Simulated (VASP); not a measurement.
# Ag in VASP: single point with PBE

Aim: the single point of Ag with PBE.

Program: VASP 6.6.1. These are calculated values, not measurements. Logs are shortened: lines on timing, memory, paths and dates and some standing lists are left out, and cuts for length are marked.

### 1 The cell of the first run

The cell holds a slab with vacuum, 5 atoms: a = 2.933 Å, b = 2.933 Å, c = 24.296 Å, α = 90.00°, β = 90.00°, γ = 90.00°.

### 2 Single point, PBE

POSCAR reads:

```
Ag
1.0
    2.9330648187      0.0000000000      0.0000000000
    0.0000000000      2.9330648187      0.0000000000
    0.0000000000      0.0000000000     24.2960000000
Ag
5
Direct
    0.0000000000      0.0000000000      0.3292731297
    0.5000000000      0.5000000000      0.4146365646
    0.0000000000      0.0000000000      0.5000000000
    0.5000000000      0.5000000000      0.5853634354
    0.0000000000      0.0000000000      0.6707268703
```

INCAR.step1 reads:

```
PREC     = Accurate       # precision mode
ENCUT    = 520            # plane-wave cutoff, eV
EDIFF    = 1E-6           # SCF threshold, eV
ISMEAR   = -1             # smearing method
SIGMA    = 0.1            # smearing width, eV
LREAL    = F              # projectors in reciprocal space
LASPH    = T              # aspherical terms in the spheres
NELM     = 100            # most SCF steps
ALGO     = Normal         # electronic algorithm
ISIF     = 2              # what is computed and relaxed
LWAVE    = F              # write WAVECAR
LCHARG   = T              # write CHGCAR
LMAXMIX  = 4              # l up to which the mixer works
LDIPOL   = T            
IDIPOL   = 3            
DIPOL    = 0.5 0.5 0.500
GGA      = PE             # functional
NBANDS   = 36             # bands
```

KPOINTS.step1 reads:

```
Automatic mesh
0
Gamma
  12 12 1
```

INCAR.step2 reads:

```
PREC     = Accurate       # precision mode
ENCUT    = 520            # plane-wave cutoff, eV
EDIFF    = 1E-6           # SCF threshold, eV
ISMEAR   = -5             # smearing method
SIGMA    = 0.1            # smearing width, eV
LREAL    = F              # projectors in reciprocal space
LASPH    = T              # aspherical terms in the spheres
NELM     = 100            # most SCF steps
ALGO     = Normal         # electronic algorithm
ISIF     = 2              # what is computed and relaxed
LWAVE    = F              # write WAVECAR
LCHARG   = F              # write CHGCAR
LMAXMIX  = 4              # l up to which the mixer works
LDIPOL   = T            
IDIPOL   = 3            
DIPOL    = 0.5 0.5 0.500
GGA      = PE             # functional
LORBIT   = 11             # projections on sites
NEDOS    = 2001           # points of the DOS
ICHARG   = 11             # starting density
```

KPOINTS.step2 reads:

```
Automatic mesh
0
Gamma
  18 18 1
```

Potentials or basis: VASP PAW PBE potentials, release 64 (Ag).

Launch:

```
> cat potpaw_PBE.64/Ag/POTCAR > POTCAR
> cp INCAR.step1 INCAR
> cp KPOINTS.step1 KPOINTS
> mpirun -np 1 vasp_std > vasp.out
> cp INCAR.step2 INCAR
> cp KPOINTS.step2 KPOINTS
> mpirun -np 1 vasp_std > vasp.out
```

OUTCAR:

```text
PREC = Accurate
   ENCUT = 520
   EDIFF = 1E-6
   ISMEAR = -5
   LREAL = F
   LASPH = T
   NELM = 100
   ISIF = 2
   GGA = PE
   LORBIT = 11
   ICHARG = 11

 ion  position               nearest neighbor table
   1  0.000  0.000  0.329-   2 2.93   2 2.93   2 2.93   2 2.93
   2  0.500  0.500  0.415-   1 2.93   1 2.93   1 2.93   1 2.93   3 2.93   3 2.93   3 2.93   3 2.93

   3  0.000  0.000  0.500-   2 2.93   4 2.93   2 2.93   4 2.93   2 2.93   4 2.93   2 2.93   4 2.93

   4  0.500  0.500  0.585-   5 2.93   5 2.93   5 2.93   5 2.93   3 2.93   3 2.93   3 2.93   3 2.93

   5  0.000  0.000  0.671-   4 2.93   4 2.93   4 2.93   4 2.93

  LATTYP: Found a simple tetragonal cell.
 ALAT       =     2.9330648187
 C/A-ratio  =     8.2834855354

  Lattice vectors:

 A1 = (   2.9330648187,   0.0000000000,   0.0000000000)
 A2 = (   0.0000000000,   2.9330648187,   0.0000000000)
 A3 = (   0.0000000000,   0.0000000000,  24.2960000000)

Analysis of symmetry for initial positions (statically):
=====================================================================
 Subroutine PRICEL returns:
 Original cell was already a primitive cell.

 Routine SETGRP: Setting up the symmetry group for a
 simple tetragonal supercell.

 Subroutine GETGRP returns: Found 16 space group operations
 (whereof 16 operations were pure point group operations)
 out of a pool of 16 trial point group operations.

The static configuration has the point symmetry D_4h.

Analysis of symmetry for dynamics (positions and initial velocities):
=====================================================================
 Subroutine PRICEL returns:
 Original cell was already a primitive cell.

 Routine SETGRP: Setting up the symmetry group for a
 simple tetragonal supercell.

 Subroutine GETGRP returns: Found 16 space group operations
 (whereof 16 operations were pure point group operations)
 out of a pool of 16 trial point group operations.

The dynamic configuration has the point symmetry D_4h.

 Subroutine INISYM returns: Found 16 space group operations
 (whereof 16 operations are pure point group operations),
 and found     1 'primitive' translations

----------------------------------------------------------------------------------------

                                     Primitive cell

  volume of cell :     209.0153

[... 112 lines left out ...]
   EFERMI_NEDOS =   21; number of points for ismear=-14 and -15
   IALGO  =     38    algorithm
   IMIX   =      4    mixing-type and parameters
     AMIX     =   0.40;   BMIX     =  1.00
     AMIX_MAG =   1.60;   BMIX_MAG =  1.00
  volume/ion in A,a.u.               =      41.80       282.10
  Fermi-wavevector in a.u.,A,eV,Ry     =   1.049067  1.982448 14.973763  1.100541
  Thomas-Fermi vector in A             =   2.184014
   LORBIT       =     11    0 simple, 1 ext, 2 COOP (PROOUT), +10 PAW based schemes
   GGA     = PE    functional components
   LHFCALC =     F    Hartree Fock is set to
   AEXX    =    0.0000 exact exchange contribution
   IVDW    =     0    specifies the selected vdW correction
   LEPSILON=     F    determine dielectric tensor
   LRPA    =     F    only Hartree local field effects (RPA)
 non-spin polarized calculation
 Fermi weights with tetrahedron method with Bloechl corrections
  energy-cutoff  :      520.00
  volume of cell :      209.02
 maximum number of plane-waves:      5707
 NGX is ok and might be reduce to    24

 number of electron      55.0000015 magnetization

 dipolmoment           0.000000      0.000000      0.000000 electrons x Angstroem

 Free energy of the ion-electron system (eV)
  ---------------------------------------------------
  ext. energy  EPLUGINS =         0.00000000
  ---------------------------------------------------
  free energy    TOTEN  =       -12.71673954 eV

  energy without entropy =      -12.71673954  energy(sigma->0) =      -12.71673954

 E-fermi :   0.9348     XC(G=0):  -5.8063

 val. band max:        0.9810082902   @ k =   0.5000   0.1667   0.0000
 cond. band min:       0.9536792617   @ k =   0.2778   0.0556   0.0000
 fundamental gap:     -0.0273290284
 Fermi energy:         0.9347869935

 k-point     1 :       0.0000    0.0000    0.0000
  band No.  band energies     occupation
      1      -6.1645      2.00000
      2      -5.3070      2.00000
      3      -5.0776      2.00000
      4      -4.9836      2.00000
      5      -4.6916      2.00000
      6      -4.6567      2.00000
[... 853 lines left out ...]
     32       5.2710      0.00000
     33       5.9560      0.00000

 [... further k-points ...]

------------------------ aborting loop because EDIFF is reached ----------------------------------------

 vacuum level on the upper side and lower side of the slab       (xc-potential included)        -0.079        -0.079

  FORCE on cell =-STRESS in cart. coord.  units (eV):
  Direction    XX          YY          ZZ          XY          YZ          ZX
  --------------------------------------------------------------------------------------
  -------------------------------------------------------------------------------------
  Total       -1.2051721     -1.2051721     -0.4084351      0.0000000      0.0000000     -0.0000000
  in kB       -9.2380761     -9.2380761     -3.1308014      0.0000000      0.0000000     -0.0000000
  external PRESSURE =      -7.2023178 kB  Pullay stress =       0.0000000 kB

 VOLUME and BASIS-vectors are now :
 -----------------------------------------------------------------------------
  energy-cutoff  :      520.00
  volume of cell :      209.02
      direct lattice vectors                 reciprocal lattice vectors
     2.933064819  0.000000000  0.000000000     0.340940300  0.000000000  0.000000000
     0.000000000  2.933064819  0.000000000     0.000000000  0.340940300  0.000000000
     0.000000000  0.000000000 24.296000000     0.000000000  0.000000000  0.041159039

 POSITION                                       TOTAL-FORCE (eV/Angst)
 -----------------------------------------------------------------------------------
      0.00000      0.00000      8.00002        -0.000000      0.000000      0.128286
      1.46653      1.46653     10.07401         0.000000     -0.000000     -0.116562
      0.00000      0.00000     12.14800        -0.000000      0.000000     -0.000000
      1.46653      1.46653     14.22199        -0.000000      0.000000      0.116562
      0.00000      0.00000     16.29598        -0.000000      0.000000     -0.128286
 -----------------------------------------------------------------------------------
    total drift:                                0.000000      0.000000      0.000000

  FREE ENERGIE OF THE ION-ELECTRON SYSTEM (eV)
  ---------------------------------------------------
  free  energy   TOTEN  =       -12.7167395414 eV

  energy  without entropy=      -12.7167395414  energy(sigma->0) =      -12.71673954

 vacuum level on the upper side and lower side of the slab         5.090         5.090

 total charge

# of ion       s       p       d       tot
------------------------------------------
    1        0.411   0.177   9.196   9.784
    2        0.400   0.269   9.161   9.830
    3        0.404   0.276   9.156   9.836
    4        0.400   0.269   9.161   9.830
    5        0.411   0.177   9.196   9.784
--------------------------------------------------
tot          2.026   1.167  45.870  49.063
```

It took 4.8 min on 1 thread of Intel Xeon 6975P-C (Granite Rapids), shared host; peak memory 0.47 GiB.

Results:

```yaml
Valence_electrons_inside_the_program's_atomic_spheres: Ag 9.78, 9.83, 9.84 (each value once)
```
